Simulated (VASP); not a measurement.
# SiO2 (P4_2/mnm) in VASP: further runs

The runs below take SiO2 through single point, with PBE.

All numbers are computed with VASP 6.6.1; they aren't measurements. Logs are shortened: lines on timing, memory, paths and dates and some standing lists are left out, and cuts for length are marked.

### 1 The cell of the first run

The structure is tetragonal, space group P4_2/mnm (No. 136). The conventional cell has a = 4.204 Å, b = 4.204 Å, c = 2.528 Å, α = 90.00°, β = 90.00°, γ = 90.00°. Within 2.3 Å of Si (site symmetry mmm) lie 6 O at 1.71 to 1.83 Å. O (site symmetry m2m) has 3 Si at 1.71 to 1.83 Å and 1 O at 2.30 Å within 2.3 Å.

### 2 Single point, PBE

INCAR reads:

```
SYSTEM = SiO2
PREC = Accurate
ENCUT = 520
EDIFF = 1E-7
ISMEAR = 0
SIGMA = 0.05
LREAL = .FALSE.
LASPH = .TRUE.
NELM = 80
ALGO = Normal
ISIF = 2
LWAVE = .FALSE.
LCHARG = .FALSE.
GGA = PE
NBANDS = 25
```

KPOINTS reads:

```
Automatic mesh
0
G
  6 6 8
  0 0 0
```

POSCAR reads:

```
SiO2
1.0
    4.2041000000      0.0000000000      0.0000000000
    0.0000000000      4.2041000000      0.0000000000
    0.0000000000      0.0000000000      2.5284000000
Si O
2 4
Direct
    0.5000000000      0.5000000000      0.5000000000
    0.0000000000      0.0000000000      0.0000000000
    0.6930127928      0.6930127928      0.0000000000
    0.1930127928      0.8069872072      0.5000000000
    0.3069872072      0.3069872072      0.0000000000
    0.8069872072      0.1930127928      0.5000000000
```

Potentials or basis: VASP PAW PBE potentials, release 64 (Si, O).

Run with:

```
$ cat potpaw_PBE.64/Si/POTCAR potpaw_PBE.64/O/POTCAR > POTCAR
$ mpirun -np 1 vasp_std > vasp.out
```

OUTCAR:

```text
SYSTEM = SiO2
   PREC = Accurate
   ENCUT = 520
   EDIFF = 1E-7
   ISMEAR = 0
   LREAL = .FALSE.
   LASPH = .TRUE.
   NELM = 80
   ISIF = 2
   GGA = PE

 ion  position               nearest neighbor table
   1  0.500  0.500  0.500-   3 1.71   5 1.71   3 1.71   5 1.71   4 1.83   6 1.83
   2  0.000  0.000  0.000-   4 1.71   6 1.71   4 1.71   6 1.71   5 1.83   3 1.83
   3  0.693  0.693  0.000-   1 1.71   1 1.71   2 1.83
   4  0.193  0.807  0.500-   2 1.71   2 1.71   1 1.83
   5  0.307  0.307  0.000-   1 1.71   1 1.71   2 1.83
   6  0.807  0.193  0.500-   2 1.71   2 1.71   1 1.83

  LATTYP: Found a simple tetragonal cell.
 ALAT       =     4.2041000000
 C/A-ratio  =     0.6014129064

  Lattice vectors:

 A1 = (   4.2041000000,   0.0000000000,   0.0000000000)
 A2 = (   0.0000000000,   4.2041000000,   0.0000000000)
 A3 = (   0.0000000000,   0.0000000000,   2.5284000000)

Analysis of symmetry for initial positions (statically):
=====================================================================
 Subroutine PRICEL returns:
 Original cell was already a primitive cell.

 Routine SETGRP: Setting up the symmetry group for a
 simple tetragonal supercell.

 Subroutine GETGRP returns: Found 16 space group operations
 (whereof  8 operations were pure point group operations)
 out of a pool of 16 trial point group operations.

The static configuration has the point symmetry D_2h.
 The point group associated with its full space group is D_4h.

Analysis of symmetry for dynamics (positions and initial velocities):
=====================================================================
 Subroutine PRICEL returns:
 Original cell was already a primitive cell.

 Routine SETGRP: Setting up the symmetry group for a
 simple tetragonal supercell.

 Subroutine GETGRP returns: Found 16 space group operations
 (whereof  8 operations were pure point group operations)
 out of a pool of 16 trial point group operations.

The dynamic configuration has the point symmetry D_2h.
 The point group associated with its full space group is D_4h.

 Subroutine INISYM returns: Found 16 space group operations
 (whereof  8 operations are pure point group operations),
 and found     1 'primitive' translations

----------------------------------------------------------------------------------------

                                     Primitive cell

  volume of cell :      44.6881

  direct lattice vectors                    reciprocal lattice vectors
     4.204100000  0.000000000  0.000000000     0.237863038  0.000000000  0.000000000
     0.000000000  4.204100000  0.000000000     0.000000000  0.237863038  0.000000000
     0.000000000  0.000000000  2.528400000     0.000000000  0.000000000  0.395507040

  length of vectors
     4.204100000  4.204100000  2.528400000     0.237863038  0.237863038  0.395507040

  position of ions in fractional coordinates (direct lattice)
     0.500000000  0.500000000  0.500000000
     0.000000000  0.000000000  0.000000000
     0.693012793  0.693012793  0.000000000
     0.193012793  0.806987207  0.500000000
     0.306987207  0.306987207  0.000000000
     0.806987207  0.193012793  0.500000000

  ion indices of the primitive-cell ions
   primitive index   ion index
                 1           1
                 2           2
                 3           3
                 4           4
                 5           5
                 6           6

----------------------------------------------------------------------------------------

 KPOINTS: Automatic mesh

Automatic generation of k-mesh.
 Grid dimensions read from file:
 generate k-points for:    6    6    8

 Generating k-lattice:

  Cartesian coordinates                     Fractional coordinates (reciprocal lattice)
     0.039643840  0.000000000  0.000000000     0.166666667  0.000000000  0.000000000
     0.000000000  0.039643840  0.000000000     0.000000000  0.166666667  0.000000000
     0.000000000  0.000000000  0.049438380     0.000000000  0.000000000  0.125000000

  Length of vectors
     0.039643840  0.039643840  0.049438380

  Shift w.r.t. Gamma in fractional coordinates (k-lattice)
     0.000000000  0.000000000  0.000000000

 Subroutine IBZKPT returns following result:
 ===========================================

 Found     50 irreducible k-points:

 Following reciprocal coordinates:
            Coordinates               Weight
  0.000000  0.000000  0.000000      1.000000
  0.166667  0.000000  0.000000      4.000000
  0.333333  0.000000  0.000000      4.000000
  0.500000  0.000000  0.000000      2.000000
  0.166667  0.166667  0.000000      4.000000
  0.333333  0.166667  0.000000      8.000000
[... 16 lines left out ...]
  0.333333  0.000000  0.250000      8.000000
  0.500000  0.000000  0.250000      4.000000
 [... further k-points ...]
   k-points           NKPTS =     50   k-points in BZ     NKDIM =     50   number of bands    NBANDS=     25
   number of dos      NEDOS =    301   number of ions     NIONS =      6
   total plane-waves  NPLWV =  20480
   dimension x,y,z NGX =    32 NGY =   32 NGZ =   20
   dimension x,y,z NGXF=    64 NGYF=   64 NGZF=   40
   ions per type =               2   4
   NGX,Y,Z   is equivalent  to a cutoff of  12.65, 12.65, 13.15 a.u.
   NGXF,Y,Z  is equivalent  to a cutoff of  25.31, 25.31, 26.30 a.u.
 SYSTEM =  SiO2
   PREC   = accura    normal or accurate (medium, high low for compatibility)
   ISTART =      0    job   : 0-new  1-cont  2-samecut
   ICHARG =      2    charge: 1-file 2-atom 10-const
   ISPIN  =      1    spin polarized calculation?
   LNONCOLLINEAR =      F non collinear calculations
   LSORBIT =      F    spin-orbit coupling
   LASPH  =      T    aspherical Exc in radial PAW
   ENCUT  =  520.0 eV  38.22 Ry    6.18 a.u.   7.82  7.82  4.70*2*pi/ulx,y,z
   NELM   =     80;   NELMIN=  2; NELMDL= -5     # of ELM steps
   EDIFF  = 0.1E-06   stopping-criterion for ELM
   LREAL  =      F    real-space projection
   EDIFFG = 0.1E-05   stopping-criterion for IOM
   NSW    =      0    number of steps for IOM
   IBRION =     -1    ionic relax: 0-MD 1-quasi-New 2-CG
   NFREE  =      0    steps in history (QN), initial steepest desc. (CG)
   ISIF   =      2    stress and relaxation
   ISYM   =      2    0-nonsym 1-usesym 2-fastsym
   POTIM  = 0.5000    time-step for ionic-motion
   TEBEG  =    0.0;   TEEND  =   0.0 temperature during run
   PSTRESS=    0.0 pullay stress
   NELECT =      32.0000    total number of electrons
   NUPDOWN=      -1.0000    fix difference up-down
   EMIN   =  10.00;   EMAX   =-10.00  energy-range for DOS
   EFERMI =   0.00;   METHOD = LEGACY
   ISMEAR =     0;   SIGMA  =   0.05  broadening in eV -4-tet -1-fermi 0-gaus
   EFERMI_NEDOS =   21; number of points for ismear=-14 and -15
   IALGO  =     38    algorithm
   IMIX   =      4    mixing-type and parameters
     AMIX     =   0.40;   BMIX     =  1.00
     AMIX_MAG =   1.60;   BMIX_MAG =  1.00
  volume/ion in A,a.u.               =       7.45        50.26
  Fermi-wavevector in a.u.,A,eV,Ry     =   1.464629  2.767747 29.186364  2.145137
  Thomas-Fermi vector in A             =   2.580582
   LORBIT       =      0    0 simple, 1 ext, 2 COOP (PROOUT), +10 PAW based schemes
   GGA     = PE    functional components
   LHFCALC =     F    Hartree Fock is set to
   AEXX    =    0.0000 exact exchange contribution
   IVDW    =     0    specifies the selected vdW correction
   LEPSILON=     F    determine dielectric tensor
   LRPA    =     F    only Hartree local field effects (RPA)
 non-spin polarized calculation
 Gauss-broadening in eV      SIGMA  =   0.05
  energy-cutoff  :      520.00
  volume of cell :       44.69
 maximum number of plane-waves:      1218
 NGX is ok and might be reduce to    32

 number of electron      32.0000013 magnetization

 Free energy of the ion-electron system (eV)
  ---------------------------------------------------
  ext. energy  EPLUGINS =         0.00000000
  ---------------------------------------------------
  free energy    TOTEN  =       -45.79182496 eV

  energy without entropy =      -45.79182496  energy(sigma->0) =      -45.79182496

 E-fermi :   8.9643     XC(G=0): -12.4575

 val. band max:        8.6678076331   @ k =   0.0000   0.0000   0.0000
 cond. band min:      15.2582904264   @ k =   0.0000   0.0000   0.0000
 fundamental gap:      6.5904827933
 Fermi energy:         8.9642523468

 k-point     1 :       0.0000    0.0000    0.0000
  band No.  band energies     occupation
      1     -14.3538      2.00000
      2     -10.6247      2.00000
      3     -10.6247      2.00000
      4     -10.5636      2.00000
      5      -2.3450      2.00000
      6       1.7787      2.00000
[... 17 lines left out ...]
     24      23.0553      0.00000
     25      24.8669      0.00000

 k-point     2 :       0.1667    0.0000    0.0000
  band No.  band energies     occupation
      1     -14.2099      2.00000
      2     -11.3849      2.00000
      3     -10.5505      2.00000
      4     -10.0962      2.00000
      5      -2.2010      2.00000
      6       1.0486      2.00000
[... 17 lines left out ...]
     24      22.4658      0.00000
     25      24.6130      0.00000

 k-point     3 :       0.3333    0.0000    0.0000
  band No.  band energies     occupation
      1     -13.7888      2.00000
      2     -12.2849      2.00000
      3     -10.3536      2.00000
      4      -9.9686      2.00000
      5      -1.7660      2.00000
      6      -0.0612      2.00000
[... 17 lines left out ...]
     24      22.8286      0.00000
     25      24.1173      0.00000

 k-point     4 :       0.5000    0.0000    0.0000
  band No.  band energies     occupation
      1     -13.1245      2.00000
      2     -13.1245      2.00000
      3     -10.1123      2.00000
      4     -10.1123      2.00000
      5      -1.0395      2.00000
      6      -1.0395      2.00000
[... 17 lines left out ...]
     24      23.7576      0.00000
     25      23.7874      0.00000
[... 477 lines left out ...]
 k-point    22 :       0.1667    0.0000    0.2500
  band No.  band energies     occupation
      1     -13.3060      2.00000
      2     -10.8781      2.00000
      3     -10.0817      2.00000
      4      -9.8714      2.00000
      5      -1.7305      2.00000
      6       1.2784      2.00000
[... 17 lines left out ...]
     24      23.1774      0.00000
     25      23.2520      0.00000

 k-point    23 :       0.3333    0.0000    0.2500
  band No.  band energies     occupation
      1     -12.9247      2.00000
      2     -11.6108      2.00000
      3      -9.9580      2.00000
      4      -9.7596      2.00000
      5      -1.0953      2.00000
      6       0.5330      2.00000
[... 17 lines left out ...]
     24      22.7756      0.00000
     25      23.0084      0.00000

 k-point    24 :       0.5000    0.0000    0.2500
  band No.  band energies     occupation
      1     -12.3341      2.00000
      2     -12.3341      2.00000
      3      -9.8204      2.00000
      4      -9.8204      2.00000
      5      -0.2923      2.00000
      6      -0.2923      2.00000
[... 17 lines left out ...]
     24      22.5623      0.00000
     25      23.1040      0.00000

 [... further k-points ...]
[... 5 lines left out ...]
  --------------------------------------------------------------------------------------
  -------------------------------------------------------------------------------------
  Total        5.1856736      5.1856736     15.8901390     -0.0000000      0.0000000      0.0000000
  in kB      185.9190531    185.9190531    569.7002644     -0.0000000      0.0000000      0.0000000
  external PRESSURE =     313.8461235 kB  Pullay stress =       0.0000000 kB

 VOLUME and BASIS-vectors are now :
 -----------------------------------------------------------------------------
  energy-cutoff  :      520.00
  volume of cell :       44.69
      direct lattice vectors                 reciprocal lattice vectors
     4.204100000  0.000000000  0.000000000     0.237863038  0.000000000  0.000000000
     0.000000000  4.204100000  0.000000000     0.000000000  0.237863038  0.000000000
     0.000000000  0.000000000  2.528400000     0.000000000  0.000000000  0.395507040

 POSITION                                       TOTAL-FORCE (eV/Angst)
 -----------------------------------------------------------------------------------
      2.10205      2.10205      1.26420        -0.000000      0.000000      0.000000
      0.00000      0.00000      0.00000        -0.000000      0.000000      0.000000
      2.91350      2.91350      0.00000         0.279024      0.279024      0.000000
      0.81145      3.39265      1.26420         0.279024     -0.279024      0.000000
      1.29060      1.29060      0.00000        -0.279024     -0.279024     -0.000000
      3.39265      0.81145      1.26420        -0.279024      0.279024      0.000000
 -----------------------------------------------------------------------------------
    total drift:                                0.000000      0.000000     -0.000000

  FREE ENERGIE OF THE ION-ELECTRON SYSTEM (eV)
  ---------------------------------------------------
  free  energy   TOTEN  =       -45.7918249567 eV

  energy  without entropy=      -45.7918249567  energy(sigma->0) =      -45.79182496
```

It took 27 s on 1 thread of Intel Xeon Platinum 8488C (Sapphire Rapids), shared host; peak memory 0.17 GiB.

Results:

```yaml
Free_energy: -45.7918 eV
Pressure: 31.4 GPa
Largest_force: 0.395 eV/Å
Band_gap_on_the_k_mesh: 6.59 eV, direct
```

Forces on the atoms (eV/Å):
```
Si   0.000  0.000  0.000
Si   0.000  0.000  0.000
O    0.279  0.279  0.000
O    0.279 -0.279  0.000
O   -0.279 -0.279  0.000
O   -0.279  0.279  0.000
```

Levels at points of the mesh, in eV from the valence-band top:
```
           k point  band 12  band 13  band 14  band 15  band 16  band 17  band 18  band 19  band 20  band 21
(0.00, 0.00, 0.00)    -2.86    -2.23    -0.93    -0.93     0.00     6.59     7.89     9.77     9.77    11.30
(0.50, 0.00, 0.00)    -3.99    -2.45    -2.45    -1.17    -1.17     8.87     8.87    10.21    10.21    10.97
(0.50, 0.50, 0.00)    -2.96    -2.57    -2.57    -2.54    -2.54     8.50     8.50    11.14    11.14    12.95
(0.00, 0.00, 0.50)    -4.77    -3.00    -3.00    -2.81    -2.81     9.61     9.61    12.67    12.67    13.10
(0.50, 0.00, 0.50)    -4.10    -2.45    -2.45    -1.81    -1.81     9.18     9.18     9.86     9.86    12.43
(0.50, 0.50, 0.50)    -4.66    -1.96    -1.96    -1.60    -1.60     7.62     7.62    11.15    11.15    11.76
```

### 3 Single point, PBE

This run uses another cell than the first one, of the same volume but with other edges.

INCAR reads:

```
ALGO = Normal ; EDIFF = 1E-6
ENCUT = 520 ; GGA = PE
ISIF = 2 ; ISMEAR = 0
LASPH = True ; LCHARG = False
LREAL = False ; LWAVE = False
NBANDS = 25 ; NELM = 80
PREC = Accurate ; SIGMA = 0.05
```

KPOINTS reads:

```
k-points
0
Gamma
  6 6 8
```

POSCAR, as its differences from that of step 2:

```diff
@@ -2,5 +2,5 @@
 1.0
-    4.2041000000      0.0000000000      0.0000000000
-    0.0000000000      4.2041000000      0.0000000000
-    0.0000000000      0.0000000000      2.5284000000
+    4.1406000000      0.0000000000      0.0000000000
+    0.0000000000      4.1406000000      0.0000000000
+    0.0000000000      0.0000000000      2.6091000000
 Si O
```

Potentials or basis: VASP PAW PBE potentials, release 64 (Si, O).

Run with:

```
$ cat potpaw_PBE.64/Si/POTCAR potpaw_PBE.64/O/POTCAR > POTCAR
$ mpirun -np 1 vasp_std > vasp.out
```

Run time: 26 s. Hardware: 1 thread of Intel Xeon Platinum 8488C (Sapphire Rapids), shared host; peak memory 0.17 GiB.

The run converged. Its results:

- Free energy: -46.0141 eV
- Pressure: 27.5 GPa
- Largest force: 0.576 eV/Å
- Band gap on the k mesh: 6.44 eV, direct

Forces in eV/Å, atoms in the order of the input:
```
Si   0.000  0.000  0.000
Si   0.000  0.000  0.000
O    0.408  0.408  0.000
O    0.408 -0.408  0.000
O   -0.408 -0.408  0.000
O   -0.408  0.408  0.000
```

Stress tensor (GPa, compression positive):
```
23.65  0.00  0.00
 0.00 23.65  0.00
 0.00  0.00 35.11
```

Levels at points of the mesh, in eV from the valence-band top:
```csv
k point,band 12,band 13,band 14,band 15,band 16,band 17,band 18,band 19,band 20,band 21
"(0.00, 0.00, 0.00)",-3.19,-2.54,-0.90,-0.90,0.00,6.44,7.05,9.08,9.08,11.33
"(0.50, 0.00, 0.00)",-4.03,-2.74,-2.74,-1.13,-1.13,8.41,8.41,9.60,9.60,11.23
"(0.50, 0.50, 0.00)",-3.32,-2.67,-2.67,-2.44,-2.44,8.02,8.02,10.60,10.60,13.44
"(0.00, 0.00, 0.50)",-4.73,-3.20,-3.20,-2.84,-2.84,9.66,9.66,13.04,13.04,13.11
"(0.50, 0.00, 0.50)",-4.13,-2.40,-2.40,-1.85,-1.85,9.25,9.25,10.22,10.22,12.43
"(0.50, 0.50, 0.50)",-4.60,-1.89,-1.89,-1.63,-1.63,7.74,7.74,11.25,11.25,11.93
```
